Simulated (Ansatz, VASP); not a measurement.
One calculation of Mg5O6, two programs

File POSCAR:

```
Mg5O6
1.0
    2.9728306127      0.0000000000      0.0000000000
   -1.4864153063      2.5745468317      0.0000000000
    0.0000000000      0.0000000000     27.1365301546
O Mg
6 5
Direct
    0.3333333333      0.6666666667      0.2763802136
    0.0000000000      0.0000000000      0.3658281281
    0.6666666667      0.3333333333      0.4552760427
    0.3333333333      0.6666666667      0.5447239573
    0.0000000000      0.0000000000      0.6341718719
    0.6666666667      0.3333333333      0.7236197864
    0.6666666667      0.3333333333      0.3211041709
    0.3333333333      0.6666666667      0.4105520854
    0.0000000000      0.0000000000      0.5000000000
    0.6666666667      0.3333333333      0.5894479146
    0.3333333333      0.6666666667      0.6788958291
```

File INCAR.step1:

```
PREC = Accurate ; ENCUT = 520
ISMEAR = 1 ; SIGMA = 0.2
LREAL = False ; LASPH = True
NELM = 60 ; LDIPOL = True
IDIPOL = 3 ; DIPOL = 0.5 0.5 0.500
NBANDS = 34 ; GGA = PE
ALGO = Normal ; EDIFF = 1E-4
LWAVE = True ; LCHARG = False
```

The input INCAR.step2:

```
PREC = Accurate ; ENCUT = 520
EDIFF = 1E-6 ; ISMEAR = 1
SIGMA = 0.2 ; LREAL = False
LASPH = True ; NELM = 60
ALGO = Normal ; ISIF = 2
LWAVE = False ; LCHARG = True
LDIPOL = True ; IDIPOL = 3
DIPOL = 0.5 0.5 0.500 ; METAGGA = R2SCAN
LMIXTAU = True ; LELF = True
LVHAR = True ; LVACPOTAV = True
NBANDS = 34 ; ISTART = 1
```

File KPOINTS:

```
regular mesh
0
Gamma
  9 9 1
```

Input for Ansatz:

```yaml
crystal:
  lattice:
    - [2.9728306127, 0.0, 0.0]
    - [-1.4864153063, 2.5745468317, 0.0]
    - [0.0, 0.0, 27.1365301546]
  atoms:
    - { symbol: O, position: [0.3333333333, 0.6666666667, 0.2763802136] }
    - { symbol: Mg, position: [0.6666666667, 0.3333333333, 0.3211041709] }
    - { symbol: O, position: [0.0, 0.0, 0.3658281281] }
    - { symbol: Mg, position: [0.3333333333, 0.6666666667, 0.4105520854] }
    - { symbol: O, position: [0.6666666667, 0.3333333333, 0.4552760427] }
    - { symbol: Mg, position: [0.0, 0.0, 0.5] }
    - { symbol: O, position: [0.3333333333, 0.6666666667, 0.5447239573] }
    - { symbol: Mg, position: [0.6666666667, 0.3333333333, 0.5894479146] }
    - { symbol: O, position: [0.0, 0.0, 0.6341718719] }
    - { symbol: Mg, position: [0.3333333333, 0.6666666667, 0.6788958291] }
    - { symbol: O, position: [0.6666666667, 0.3333333333, 0.7236197864] }
basis:
  ecutwfc: 500
kpoints:
  mp_grid: { grid: [9, 9, 1] }
hamiltonian:
  xc: r2scan
scf:
  occupations: { method: methfessel_paxton, width: 0.2 }
output:
  forces: true
  stress: true
  eigenvalues: true
efield:
  axis: 3
  dipole_correction: true
  ramp_width: 0.04
```

Alike in both runs: task single point; functional r2SCAN; k mesh 9 × 9 × 1; occupations methfessel-paxton of order 1, width 0.2 eV; no spin polarisation.

|  | VASP | Ansatz |
| --- | --- | --- |
| version | VASP 6.6.1 | Ansatz 0.2.0 |
| potentials or method | VASP PAW PBE potentials, release 64 (O, Mg), cutoff 520 eV | scalar-relativistic, plane waves, PAW |
| valence electrons in the cell | 46 | 86 |

```csv
,VASP,Ansatz,Ansatz less VASP
gap on the k mesh at the Fermi level (eV),none,none,-
rms of the force components (eV/Å),0.358,0.352,-0.0057
"work function, face that differs most (eV)",10.40,10.39,-0.015
```

VASP's potentials were made for PBE, not for r2SCAN. A gap of «none» marks a metal or a gap that the smearing closes. The functional is the same, so the differences come from potentials, cutoffs and numerics. VASP's potentials hold 46 valence electrons a cell and Ansatz's 86, so a difference there can come from the potentials and not from the codes.
